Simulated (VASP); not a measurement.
**Si8N (a cell with a defect): single point with PBE**

Si8N (a cell with a defect):

```
Si N
1.0
     4.72183    2.72615    1.88746
    -4.72183    2.72615    1.88746
     0.00000   -5.45229    1.88746
Si N
8 1
Direct
  0.01980 0.71790 0.52168
  0.98020 0.28210 0.47832
  0.71400 0.71400 0.71400
  0.28210 0.47832 0.98020
  0.47832 0.98020 0.28210
  0.71790 0.52168 0.01980
  0.28600 0.28600 0.28600
  0.52168 0.01980 0.71790
  0.88457 0.43835 0.10314
```

| Quantity | Value |
| --- | --- |
| Program | VASP 6.6.1 |
| Task | single point |
| Functional | PBE |
| Potentials or basis | VASP PAW PBE potentials, release 64 (Si, N) |
| Cutoff | 520 eV |
| k mesh | 6 × 6 × 6 |
| Occupations | gaussian, width 0.15 eV |
| Spin | no spin polarisation |
| Dipole correction | no |
| Further INCAR settings | ALGO = Normal; EDIFF = 1e-06; NBANDS = 28 |

```
Pressure               : 23.9 GPa
Largest force          : 44.964 eV/Å
Band gap on the k mesh : zero (an odd number of electrons rules out a gap without spin polarisation)
```

Forces in eV/Å, atoms in the order of the input:
```
Si    0.536  -0.366   0.720
Si    0.337  -0.443   0.177
Si   -0.300   0.189   0.055
Si    0.170  -0.570  -0.161
Si   -0.087   0.309   0.312
Si  -42.505   9.397 -11.263
Si    0.386   0.132  -0.044
Si    0.873  -0.322  -0.694
N    40.589  -8.325  10.897
```

Stress tensor (GPa, compression positive):
```
 58.42 -13.61  16.75
-13.61   6.48  -3.42
 16.75  -3.42   6.93
```

Levels at points of the mesh, in eV from the Fermi level:
| k point | band 14 | band 15 | band 16 | band 17 | band 18 | band 19 | band 20 | band 21 | band 22 | band 23 |
| --- | --- | --- | --- | --- | --- | --- | --- | --- | --- | --- |
| (0.00, 0.00, 0.00) | -3.10 | -2.49 | -2.23 | -1.27 | -0.04 | 0.54 | 1.19 | 2.04 | 2.91 | 3.23 |
| (0.50, 0.00, 0.00) | -2.41 | -2.27 | -2.14 | -1.57 | -0.39 | -0.12 | 0.76 | 1.11 | 1.52 | 2.12 |
| (0.00, 0.50, 0.00) | -2.43 | -1.92 | -1.66 | -1.39 | -0.81 | -0.23 | 0.18 | 0.56 | 2.02 | 2.54 |
| (0.00, 0.00, 0.50) | -2.52 | -2.23 | -1.39 | -1.10 | -0.70 | -0.51 | 0.54 | 1.19 | 1.84 | 2.23 |
| (0.50, 0.50, 0.00) | -2.55 | -2.47 | -1.96 | -1.68 | -1.17 | 0.24 | 0.65 | 1.55 | 1.71 | 2.20 |
| (0.50, 0.00, 0.50) | -2.48 | -2.12 | -1.97 | -1.55 | -0.95 | 0.04 | 0.66 | 1.18 | 1.44 | 2.14 |
| (0.00, 0.50, 0.50) | -2.50 | -2.25 | -2.04 | -1.13 | -0.94 | 0.17 | 0.79 | 1.12 | 1.71 | 2.05 |
| (0.50, 0.50, 0.50) | -2.86 | -1.82 | -1.00 | -0.62 | -0.12 | 0.32 | 0.92 | 2.19 | 2.69 | 2.82 |

Wall time 4.6 min on 1 thread of Intel(R) Xeon(R) 6975P-C (Granite Rapids), on a shared host, peak memory 0.53 GiB.

Caveat: atoms lie so close that the PAW spheres overlap strongly, which falsifies energies and pressures.
